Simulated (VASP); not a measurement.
Bi2C:

```
Bi C
1.0
     3.37773    0.00000    0.00000
    -1.68887    2.92520    0.00000
     0.00000    0.00000   13.13799
Bi C
4 2
Direct
  0.33333 0.66667 0.62750
  0.66667 0.33333 0.12750
  0.33333 0.66667 0.87250
  0.66667 0.33333 0.37250
  0.33333 0.66667 0.25000
  0.66667 0.33333 0.75000
```

- Program: VASP 6.6.1
- Task: relaxation of cell and atoms
- Functional: PBE
- Potentials or basis: VASP PAW PBE potentials, release 64 (Bi_d, C)
- Cutoff: 600 eV
- k mesh: 6 × 6 × 2
- Occupations: gaussian, width 0.1 eV
- Spin: no spin polarisation

At the start: pressure 5.0 GPa; volume 21.64 Å³/atom.

Task: How do energy, volume and symmetry change on relaxing?

Result: Over 10 steps the energy falls by 60.8 meV/atom and the volume is 22.58 Å³/atom (+4.4 %); space group P6_3/mmc (No. 194, to 0.05 Å).

Step by step:
| step | energy change (eV) | largest force (eV/Å) | pressure (GPa) | volume (Å³) |
| --- | --- | --- | --- | --- |
| 1 | 0.0000 | 0.0437 | 5.04 | 129.81 |
| 2 | -0.2901 | 0.0306 | -2.29 | 142.81 |
| 3 | -0.3041 | 0.0192 | -1.22 | 140.32 |
| 4 | -0.3230 | 0.4462 | 0.33 | 137.82 |
| 5 | -0.3250 | 0.3441 | -0.07 | 138.40 |
| 6 | -0.3436 | 0.2725 | 0.06 | 137.27 |
| 7 | -0.3608 | 0.0201 | 0.75 | 133.89 |
| 8 | -0.3628 | 0.0982 | 0.53 | 134.79 |
| 9 | -0.3602 | 0.1303 | -0.80 | 136.64 |
| 10 | -0.3646 | 0.0073 | -0.01 | 135.51 |

Final structure:
```
Bi C
1.0
     3.53565    0.00000    0.00000
    -1.76783    3.06196    0.00000
     0.00000    0.00000   12.51680
Bi C
4 2
Direct
  0.33333 0.66667 0.62318
  0.66667 0.33333 0.12318
  0.33333 0.66667 0.87682
  0.66667 0.33333 0.37682
  0.33333 0.66667 0.25000
  0.66667 0.33333 0.75000
```

Caveat: this functional lacks dispersion, which binds the layers, so the pressure and a relaxed spacing across them are unreliable.
